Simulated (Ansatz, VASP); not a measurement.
# ZrOs in VASP and in Ansatz

```
CELL_PARAMETERS angstrom
3.24706 0.00000 0.00000
0.00000 3.24706 0.00000
0.00000 0.00000 3.24706
ATOMIC_POSITIONS crystal
Zr 0.50000 0.50000 0.50000
Os 0.00000 0.00000 0.00000
```

Alike in both runs: task single point; functional PBEsol; k mesh 13 × 13 × 13; occupations fermi-dirac, width 0.05 eV; no spin polarisation.

|  | VASP | Ansatz |
| --- | --- | --- |
| version | VASP 6.6.1 | Ansatz 0.2.0 |
| potentials or method | VASP PAW PBE potentials, release 64 (Zr_sv, Os), cutoff 520 eV | all-electron LAPW, scalar-relativistic |

|  | VASP | Ansatz | Ansatz less VASP |
| --- | --- | --- | --- |
| pressure (GPa) | 0.1 | 0.0 | -0.12 |

VASP's potentials were made for PBE, not for PBEsol. Ansatz ran all-electron here, and VASP with PAW potentials.

Spin-orbit coupling is off throughout.
